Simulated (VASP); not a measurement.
# BeTe (o.bB) (F-43m) in VASP: single point with PBE

Aim: the single point of BeTe (o.bB) with PBE.

All numbers are computed with VASP 6.6.1; they aren't measurements. Logs are shortened: lines on timing, memory, paths and dates and some standing lists are left out, and cuts for length are marked.

**1. The cell of the first run**

Symmetry: F-43m, No. 216, cubic system. Conventional cell: a = 5.665 Å, b = 5.665 Å, c = 5.665 Å, α = 90.00°, β = 90.00°, γ = 90.00°. Within 3.2 Å of Be (site symmetry -43m) lie 4 Te at 2.45 Å. Te (site symmetry -43m) has 4 Be at 2.45 Å within 3.2 Å.

**2. Single point, PBE**

INCAR reads:

```
SYSTEM = BeTe
ALGO = Normal
EDIFF = 1E-6
ENCUT = 600
GGA = PE
GGA_COMPAT = .FALSE.
ISIF = 2
ISMEAR = 0
LASPH = .TRUE.
LCHARG = .FALSE.
LREAL = .FALSE.
LWAVE = .FALSE.
NBANDS = 11
NELM = 120
PREC = Accurate
SIGMA = 0.02
```

KPOINTS reads:

```
k-points
0
G
  8 8 8
  0 0 0
```

POSCAR reads:

```
BeTe
1.0
    0.0000000000      2.8323125266      2.8323125266
    2.8323125266      0.0000000000      2.8323125266
    2.8323125266      2.8323125266      0.0000000000
Be Te
1 1
Direct
    0.0000000000      0.0000000000      0.0000000000
    0.2500000000      0.2500000000      0.2500000000
```

Potentials or basis: VASP PAW PBE potentials, release 64 (Be, Te).

Started as:

```
> cat potpaw_PBE.64/Be/POTCAR potpaw_PBE.64/Te/POTCAR > POTCAR
> mpirun -np 1 vasp_std > vasp.out
```

OUTCAR:

```text
SYSTEM = BeTe
   EDIFF = 1E-6
   ENCUT = 600
   GGA = PE
   ISIF = 2
   ISMEAR = 0
   LASPH = .TRUE.
   LREAL = .FALSE.
   NELM = 120
   PREC = Accurate

 ion  position               nearest neighbor table
   1  0.000  0.000  0.000-   2 2.45   2 2.45   2 2.45   2 2.45
   2  0.250  0.250  0.250-   1 2.45   1 2.45   1 2.45   1 2.45

  LATTYP: Found a face centered cubic cell.
 ALAT       =     5.6646250532

  Lattice vectors:

 A1 = (   0.0000000000,   2.8323125266,   2.8323125266)
 A2 = (   2.8323125266,   0.0000000000,   2.8323125266)
 A3 = (   2.8323125266,   2.8323125266,   0.0000000000)

Analysis of symmetry for initial positions (statically):
=====================================================================
 Subroutine PRICEL returns:
 Original cell was already a primitive cell.

 Routine SETGRP: Setting up the symmetry group for a
 face centered cubic supercell.

 Subroutine GETGRP returns: Found 24 space group operations
 (whereof 24 operations were pure point group operations)
 out of a pool of 48 trial point group operations.

The static configuration has the point symmetry T_d .

Analysis of symmetry for dynamics (positions and initial velocities):
=====================================================================
 Subroutine PRICEL returns:
 Original cell was already a primitive cell.

 Routine SETGRP: Setting up the symmetry group for a
 face centered cubic supercell.

 Subroutine GETGRP returns: Found 24 space group operations
 (whereof 24 operations were pure point group operations)
 out of a pool of 48 trial point group operations.

The dynamic configuration has the point symmetry T_d .

 Subroutine INISYM returns: Found 24 space group operations
 (whereof 24 operations are pure point group operations),
 and found     1 'primitive' translations

----------------------------------------------------------------------------------------

                                     Primitive cell

  volume of cell :      45.4416

  direct lattice vectors                    reciprocal lattice vectors
     0.000000000  2.832312527  2.832312527    -0.176534191  0.176534191  0.176534191
     2.832312527  0.000000000  2.832312527     0.176534191 -0.176534191  0.176534191
     2.832312527  2.832312527  0.000000000     0.176534191  0.176534191 -0.176534191

  length of vectors
     4.005494788  4.005494788  4.005494788     0.305766188  0.305766188  0.305766188

  position of ions in fractional coordinates (direct lattice)
     0.000000000  0.000000000  0.000000000
     0.250000000  0.250000000  0.250000000

  ion indices of the primitive-cell ions
   primitive index   ion index
                 1           1
                 2           2

----------------------------------------------------------------------------------------

 KPOINTS: k-points

Automatic generation of k-mesh.
 Grid dimensions read from file:
 generate k-points for:    8    8    8

 Generating k-lattice:

  Cartesian coordinates                     Fractional coordinates (reciprocal lattice)
    -0.022066774  0.022066774  0.022066774     0.125000000  0.000000000  0.000000000
     0.022066774 -0.022066774  0.022066774     0.000000000  0.125000000  0.000000000
     0.022066774  0.022066774 -0.022066774     0.000000000  0.000000000  0.125000000

  Length of vectors
     0.038220773  0.038220773  0.038220773

  Shift w.r.t. Gamma in fractional coordinates (k-lattice)
     0.000000000  0.000000000  0.000000000

 Subroutine IBZKPT returns following result:
 ===========================================

 Found     29 irreducible k-points:

 Following reciprocal coordinates:
            Coordinates               Weight
  0.000000  0.000000  0.000000      1.000000
  0.125000  0.000000  0.000000      8.000000
  0.250000  0.000000  0.000000      8.000000
  0.375000  0.000000  0.000000      8.000000
  0.500000  0.000000  0.000000      4.000000
  0.125000  0.125000  0.000000      6.000000
[... 16 lines left out ...]
  0.500000  0.250000  0.125000     48.000000
 -0.375000  0.250000  0.125000     24.000000
 [... further k-points ...]
   k-points           NKPTS =     29   k-points in BZ     NKDIM =     29   number of bands    NBANDS=     11
   number of dos      NEDOS =    301   number of ions     NIONS =      2
   total plane-waves  NPLWV =  32768
   dimension x,y,z NGX =    32 NGY =   32 NGZ =   32
   dimension x,y,z NGXF=    64 NGYF=   64 NGZF=   64
   ions per type =               1   1
   NGX,Y,Z   is equivalent  to a cutoff of  13.28, 13.28, 13.28 a.u.
   NGXF,Y,Z  is equivalent  to a cutoff of  26.56, 26.56, 26.56 a.u.
 SYSTEM =  BeTe
   PREC   = accura    normal or accurate (medium, high low for compatibility)
   ISTART =      0    job   : 0-new  1-cont  2-samecut
   ICHARG =      2    charge: 1-file 2-atom 10-const
   ISPIN  =      1    spin polarized calculation?
   LNONCOLLINEAR =      F non collinear calculations
   LSORBIT =      F    spin-orbit coupling
   LASPH  =      T    aspherical Exc in radial PAW
   ENCUT  =  600.0 eV  44.10 Ry    6.64 a.u.   8.00  8.00  8.00*2*pi/ulx,y,z
   NELM   =    120;   NELMIN=  2; NELMDL= -5     # of ELM steps
   EDIFF  = 0.1E-05   stopping-criterion for ELM
   LREAL  =      F    real-space projection
[... 7 lines left out ...]
   TEBEG  =    0.0;   TEEND  =   0.0 temperature during run
   PSTRESS=    0.0 pullay stress
   NELECT =       8.0000    total number of electrons
   NUPDOWN=      -1.0000    fix difference up-down
   EMIN   =  10.00;   EMAX   =-10.00  energy-range for DOS
   EFERMI =   0.00;   METHOD = LEGACY
   ISMEAR =     0;   SIGMA  =   0.02  broadening in eV -4-tet -1-fermi 0-gaus
   EFERMI_NEDOS =   21; number of points for ismear=-14 and -15
   IALGO  =     38    algorithm
   IMIX   =      4    mixing-type and parameters
     AMIX     =   0.40;   BMIX     =  1.00
     AMIX_MAG =   1.60;   BMIX_MAG =  1.00
  volume/ion in A,a.u.               =      22.72       153.33
  Fermi-wavevector in a.u.,A,eV,Ry     =   0.917530  1.733880 11.454221  0.841861
  Thomas-Fermi vector in A             =   2.042509
   LORBIT       =      0    0 simple, 1 ext, 2 COOP (PROOUT), +10 PAW based schemes
   GGA     = PE    functional components
   LHFCALC =     F    Hartree Fock is set to
   AEXX    =    0.0000 exact exchange contribution
   IVDW    =     0    specifies the selected vdW correction
   LEPSILON=     F    determine dielectric tensor
   LRPA    =     F    only Hartree local field effects (RPA)
 non-spin polarized calculation
 Gauss-broadening in eV      SIGMA  =   0.02
  energy-cutoff  :      600.00
  volume of cell :       45.44
 maximum number of plane-waves:      1540
   NGX = 15   NGY = 15   NGZ = 15

 number of electron       8.0000000 magnetization

 Free energy of the ion-electron system (eV)
  ---------------------------------------------------
  ext. energy  EPLUGINS =         0.00000000
  ---------------------------------------------------
  free energy    TOTEN  =        -7.62451174 eV

  energy without entropy =       -7.62451174  energy(sigma->0) =       -7.62451174

 E-fermi :   5.0269     XC(G=0):  -8.9873

 val. band max:        4.9038456301   @ k =   0.0000   0.0000   0.0000
 cond. band min:       6.9194461419   @ k =   0.5000   0.5000   0.0000
 fundamental gap:      2.0156005118
 Fermi energy:         5.0268537153

 k-point     1 :       0.0000    0.0000    0.0000
  band No.  band energies     occupation
      1      -7.2802      2.00000
      2       4.9038      2.00000
      3       4.9038      2.00000
      4       4.9038      2.00000
      5       8.5276      0.00000
      6       8.5276      0.00000
      7       8.5276      0.00000
      8       8.5993      0.00000
      9      13.1945      0.00000
     10      15.1123      0.00000
     11      15.1123      0.00000

 k-point     2 :       0.1250    0.0000    0.0000
  band No.  band energies     occupation
      1      -7.1362      2.00000
      2       3.6115      2.00000
      3       4.6760      2.00000
      4       4.6760      2.00000
      5       8.4113      0.00000
      6       8.8626      0.00000
      7       8.8626      0.00000
      8       9.9132      0.00000
      9      13.6203      0.00000
     10      14.2058      0.00000
     11      14.2058      0.00000

 k-point     3 :       0.2500    0.0000    0.0000
  band No.  band energies     occupation
      1      -6.7401      2.00000
      2       1.6437      2.00000
      3       4.2487      2.00000
      4       4.2487      2.00000
      5       8.1787      0.00000
      6       9.3856      0.00000
      7       9.3856      0.00000
      8      11.8449      0.00000
      9      13.9300      0.00000
     10      13.9300      0.00000
     11      13.9360      0.00000

 k-point     4 :       0.3750    0.0000    0.0000
  band No.  band energies     occupation
      1      -6.2386      2.00000
      2       0.0937      2.00000
      3       3.9187      2.00000
      4       3.9187      2.00000
      5       7.9980      0.00000
      6       9.5265      0.00000
      7       9.5265      0.00000
      8      12.7458      0.00000
      9      14.5855      0.00000
     10      14.9488      0.00000
     11      14.9488      0.00000
[... 239 lines left out ...]
 k-point    22 :       0.3750    0.2500    0.1250
  band No.  band energies     occupation
      1      -6.4131      2.00000
      2       1.3889      2.00000
      3       2.7107      2.00000
      4       3.7083      2.00000
      5       8.5048      0.00000
      6       9.6925      0.00000
      7      10.3054      0.00000
      8      11.1449      0.00000
      9      13.8965      0.00000
     10      15.4185      0.00000
     11      15.9540      0.00000

 k-point    23 :       0.5000    0.2500    0.1250
  band No.  band energies     occupation
      1      -5.9688      2.00000
      2       0.3633      2.00000
      3       2.1801      2.00000
      4       3.2652      2.00000
      5       8.9357      0.00000
      6       9.5723      0.00000
      7      10.7917      0.00000
      8      11.7768      0.00000
      9      14.7032      0.00000
     10      15.1603      0.00000
     11      17.0784      0.00000

 k-point    24 :      -0.3750    0.2500    0.1250
  band No.  band energies     occupation
      1      -5.7463      2.00000
      2      -0.1158      2.00000
      3       2.0699      2.00000
      4       3.0487      2.00000
      5       9.0861      0.00000
      6       9.2937      0.00000
      7      11.5163      0.00000
      8      12.5984      0.00000
      9      13.3779      0.00000
     10      16.4200      0.00000
     11      16.7581      0.00000

 [... further k-points ...]
[... 5 lines left out ...]
  --------------------------------------------------------------------------------------
  -------------------------------------------------------------------------------------
  Total        0.0317414      0.0317414      0.0317414     -0.0000000     -0.0000000      0.0000000
  in kB        1.1191353      1.1191353      1.1191353     -0.0000000     -0.0000000      0.0000000
  external PRESSURE =       1.1191353 kB  Pullay stress =       0.0000000 kB

 VOLUME and BASIS-vectors are now :
 -----------------------------------------------------------------------------
  energy-cutoff  :      600.00
  volume of cell :       45.44
      direct lattice vectors                 reciprocal lattice vectors
     0.000000000  2.832312527  2.832312527    -0.176534191  0.176534191  0.176534191
     2.832312527  0.000000000  2.832312527     0.176534191 -0.176534191  0.176534191
     2.832312527  2.832312527  0.000000000     0.176534191  0.176534191 -0.176534191

 POSITION                                       TOTAL-FORCE (eV/Angst)
 -----------------------------------------------------------------------------------
      0.00000      0.00000      0.00000         0.000000      0.000000      0.000000
      1.41616      1.41616      1.41616        -0.000000     -0.000000     -0.000000
 -----------------------------------------------------------------------------------
    total drift:                                0.000000      0.000000      0.000000

  FREE ENERGIE OF THE ION-ELECTRON SYSTEM (eV)
  ---------------------------------------------------
  free  energy   TOTEN  =        -7.6245117389 eV

  energy  without entropy=       -7.6245117389  energy(sigma->0) =       -7.62451174
```

It took 7.8 s on 1 thread of Intel Xeon 6975P-C (Granite Rapids), shared host; peak memory 0.17 GiB.

What came out:

- Free energy: -7.6245 eV
- Pressure: 0.1 GPa
- Band gap on the k mesh: 2.02 eV, indirect (least direct gap 3.62 eV)

Levels at points of the mesh, in eV from the valence-band top:
| k point | band 1 | band 2 | band 3 | band 4 | band 5 | band 6 | band 7 | band 8 | band 9 |
| --- | --- | --- | --- | --- | --- | --- | --- | --- | --- |
| (0.00, 0.00, 0.00) | -12.18 | 0.00 | 0.00 | 0.00 | 3.62 | 3.62 | 3.62 | 3.70 | 8.29 |
| (0.50, 0.00, 0.00) | -10.88 | -5.43 | -1.10 | -1.10 | 3.03 | 4.60 | 4.60 | 7.82 | 10.86 |
| (0.50, 0.50, 0.00) | -10.41 | -5.02 | -2.58 | -2.58 | 2.02 | 2.69 | 9.60 | 9.60 | 11.45 |

Caveat: spin-orbit coupling is left out, which moves the levels of the heavy elements.
